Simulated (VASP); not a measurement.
# Al in VASP: single point with LDA

Aim: the single point of Al with LDA.

Everything below comes from runs of VASP 6.6.1. Logs are shortened: lines on timing, memory, paths and dates and some standing lists are left out, and cuts for length are marked.

## Step 1: The cell of the first run

The cell holds a slab with vacuum, 4 atoms: a = 2.817 Å, b = 2.817 Å, c = 23.900 Å, α = 90.00°, β = 90.00°, γ = 120.00°.

## Step 2: Single point, LDA

INCAR

```
SYSTEM = Al
  PREC = Accurate
  ENCUT = 520
  EDIFF = 1E-7
  ISMEAR = 0
  SIGMA = 0.1
  LREAL = .False.
  LASPH = .True.
  NELM = 100
  ALGO = Normal
  ISIF = 2
  LWAVE = .False.
  LCHARG = .False.
  LDIPOL = .True.
  IDIPOL = 3
  DIPOL = 0.5 0.5 0.500
  GGA = CA
  NBANDS = 14
```

KPOINTS

```
regular mesh
0
Gamma
  12 12 1
  0 0 0
```

POSCAR

```
Al
1.0
    2.8168441069      0.0000000000      0.0000000000
   -1.4084220535      2.4394585551      0.0000000000
    0.0000000000      0.0000000000     23.8998307469
Al
4
Direct
    0.6666666667      0.3333333333      0.3556510542
    0.3333333333      0.6666666667      0.4518836847
    0.0000000000      0.0000000000      0.5469116211
    0.6666666667      0.3333333333      0.6437849065
```

Potentials or basis: VASP PAW LDA potentials, release 64 (Al).

Launch:

```bash
cat potpaw_LDA.64/Al/POTCAR > POTCAR
mpirun -np 1 vasp_std > vasp.out
```

OUTCAR:

```text
SYSTEM = Al
   PREC = Accurate
   ENCUT = 520
   EDIFF = 1E-7
   ISMEAR = 0
   LREAL = .False.
   LASPH = .True.
   NELM = 100
   ISIF = 2
   GGA = CA

 ion  position               nearest neighbor table
   1  0.667  0.333  0.356-   2 2.82   2 2.82   2 2.82
   2  0.333  0.667  0.452-   3 2.79   3 2.79   3 2.79   1 2.82   1 2.82   1 2.82
   3  0.000  0.000  0.547-   2 2.79   2 2.79   2 2.79   4 2.83   4 2.83   4 2.83
   4  0.667  0.333  0.644-   3 2.83   3 2.83   3 2.83

  LATTYP: Found a hexagonal cell.
 ALAT       =     2.8168441069
 C/A-ratio  =     8.4846125096

  Lattice vectors:

 A1 = (   2.8168441069,   0.0000000000,   0.0000000000)
 A2 = (  -1.4084220535,   2.4394585551,   0.0000000000)
 A3 = (   0.0000000000,   0.0000000000,  23.8998307469)

Analysis of symmetry for initial positions (statically):
=====================================================================
 Subroutine PRICEL returns:
 Original cell was already a primitive cell.

 Routine SETGRP: Setting up the symmetry group for a
 hexagonal supercell.

 Subroutine GETGRP returns: Found  6 space group operations
 (whereof  6 operations were pure point group operations)
 out of a pool of 24 trial point group operations.

The static configuration has the point symmetry C_3v.

Analysis of symmetry for dynamics (positions and initial velocities):
=====================================================================
 Subroutine PRICEL returns:
 Original cell was already a primitive cell.

 Routine SETGRP: Setting up the symmetry group for a
 hexagonal supercell.

 Subroutine GETGRP returns: Found  6 space group operations
 (whereof  6 operations were pure point group operations)
 out of a pool of 24 trial point group operations.

The dynamic configuration has the point symmetry C_3v.

 Subroutine INISYM returns: Found  6 space group operations
 (whereof  6 operations are pure point group operations),
 and found     1 'primitive' translations

----------------------------------------------------------------------------------------

                                     Primitive cell

  volume of cell :     164.2295

  direct lattice vectors                    reciprocal lattice vectors
     2.816844107  0.000000000  0.000000000     0.355007222  0.204963515  0.000000000
    -1.408422054  2.439458555  0.000000000     0.000000000  0.409927030  0.000000000
     0.000000000  0.000000000 23.899830747     0.000000000  0.000000000  0.041841300

  length of vectors
     2.816844107  2.816844107 23.899830747     0.409927030  0.409927030  0.041841300
[... 101 lines left out ...]
  Fermi-wavevector in a.u.,A,eV,Ry     =   0.684413  1.293353  6.373256  0.468421
  Thomas-Fermi vector in A             =   1.764059
   LORBIT       =      0    0 simple, 1 ext, 2 COOP (PROOUT), +10 PAW based schemes
   GGA     = CA    functional components
   LHFCALC =     F    Hartree Fock is set to
   AEXX    =    0.0000 exact exchange contribution
   IVDW    =     0    specifies the selected vdW correction
   LEPSILON=     F    determine dielectric tensor
   LRPA    =     F    only Hartree local field effects (RPA)
 non-spin polarized calculation
 Gauss-broadening in eV      SIGMA  =   0.10
  energy-cutoff  :      520.00
  volume of cell :      164.23
 maximum number of plane-waves:      4455
 NGX is ok and might be reduce to    24
   NGX = 11   NGY = 11   NGZ = 89

 dipolmoment           0.000000      0.000000      0.002583 electrons x Angstroem

 number of electron      12.0000000 magnetization

 dipolmoment           0.000000      0.000000     -0.000097 electrons x Angstroem

 Free energy of the ion-electron system (eV)
  ---------------------------------------------------
  ext. energy  EPLUGINS =         0.00000000
  ---------------------------------------------------
  free energy    TOTEN  =       -15.90320243 eV

  energy without entropy =      -15.89286985  energy(sigma->0) =      -15.89803614

 E-fermi :   0.6373     XC(G=0):  -4.8639

 val. band max:        0.6304189753   @ k =   0.3333   0.0833   0.0000
 cond. band min:       0.7353842090   @ k =   0.1667   0.0000   0.0000
 fundamental gap:      0.1049652337
 Fermi energy:         0.6373344566

 k-point     1 :       0.0000    0.0000    0.0000
  band No.  band energies     occupation
      1     -10.4186      2.00000
      2      -9.3065      2.00000
      3      -7.6476      2.00000
      4      -5.3386      2.00000
      5      -2.8508      2.00000
      6       0.1005      2.00000
      7       2.6822      0.00000
      8       4.2544      0.00000
      9       4.7956      0.00000
     10       5.9086      0.00000
     11       6.0233      0.00000
     12       8.1980      0.00000
     13       8.2107      0.00000
     14      11.0754      0.00000
[... 292 lines left out ...]
      1      -2.4972      2.00000
      2      -2.3979      2.00000
      3      -2.3945      2.00000
      4      -1.4809      2.00000
      5      -1.4660      2.00000
      6      -1.3155      2.00000
      7       0.0008      2.00000
      8       0.0012      2.00000
      9       1.1099      0.00000
     10       2.6630      0.00000
     11       2.8682      0.00000
     12       2.8750      0.00000
     13       4.5756      0.00000
     14       5.0739      0.00000

------------------------ aborting loop because EDIFF is reached ----------------------------------------

 vacuum level on the upper side and lower side of the slab       (xc-potential included)        -0.083        -0.080

  FORCE on cell =-STRESS in cart. coord.  units (eV):
  Direction    XX          YY          ZZ          XY          YZ          ZX
  --------------------------------------------------------------------------------------
  -------------------------------------------------------------------------------------
  Total       -1.1023840     -1.1023840      0.0863572      0.0000000      0.0000000      0.0000000
  in kB      -10.7545537    -10.7545537      0.8424775      0.0000000      0.0000000      0.0000000
  external PRESSURE =      -6.8888767 kB  Pullay stress =       0.0000000 kB

 VOLUME and BASIS-vectors are now :
 -----------------------------------------------------------------------------
  energy-cutoff  :      520.00
  volume of cell :      164.23
      direct lattice vectors                 reciprocal lattice vectors
     2.816844107  0.000000000  0.000000000     0.355007222  0.204963515  0.000000000
    -1.408422054  2.439458555  0.000000000     0.000000000  0.409927030  0.000000000
     0.000000000  0.000000000 23.899830747     0.000000000  0.000000000  0.041841300

 POSITION                                       TOTAL-FORCE (eV/Angst)
 -----------------------------------------------------------------------------------
      1.40842      0.81315      8.50000         0.000000      0.000000     -0.032659
     -0.00000      1.62631     10.79994        -0.000000     -0.000000      0.014171
      0.00000      0.00000     13.07110         0.000000     -0.000000      0.030878
      1.40842      0.81315     15.38635        -0.000000     -0.000000     -0.012391
 -----------------------------------------------------------------------------------
    total drift:                                0.000000     -0.000000      0.000036

  FREE ENERGIE OF THE ION-ELECTRON SYSTEM (eV)
  ---------------------------------------------------
  free  energy   TOTEN  =       -15.9032024315 eV

  energy  without entropy=      -15.8928698530  energy(sigma->0) =      -15.89803614

 vacuum level on the upper side and lower side of the slab         4.798         4.801
```

stdout:

```text
POSCAR found type information on POSCAR Al
 POSCAR found :  1 types and       4 ions
 scaLAPACK will be used
 LDA part: xc-table for (Slater(with rela. corr.)+CA(PZ))
 , standard interpolation
 POSCAR, INCAR and KPOINTS ok, starting setup
 FFT: planning ... GRIDC
 FFT: planning ... GRID_SOFT
 FFT: planning ... GRID
 WAVECAR not read
 entering main loop
```

Run time: 61 s. Hardware: 1 thread of AMD EPYC 9R45 (Zen 5), shared host; peak memory 0.21 GiB.

What came out:

- Free energy: -15.9032 eV
- Largest force: 0.033 eV/Å
- Band gap on the k mesh: zero (band 6 reaches 1.87 eV, above the bottom of band 7 at -0.02 eV)

Forces on the atoms (eV/Å):
```
Al   0.000  0.000 -0.033
Al   0.000  0.000  0.014
Al   0.000  0.000  0.031
Al   0.000  0.000 -0.012
```

Levels at points of the mesh, in eV from the Fermi level:
```tsv
k point	band 2	band 3	band 4	band 5	band 6	band 7	band 8	band 9	band 10	band 11
(0.00, 0.00, 0.00)	-9.94	-8.28	-5.98	-3.49	-0.54	2.04	3.62	4.16	5.27	5.39
(0.50, 0.00, 0.00)	-4.98	-3.99	-3.93	-2.58	-1.95	-0.02	0.14	2.15	2.49	4.97
```
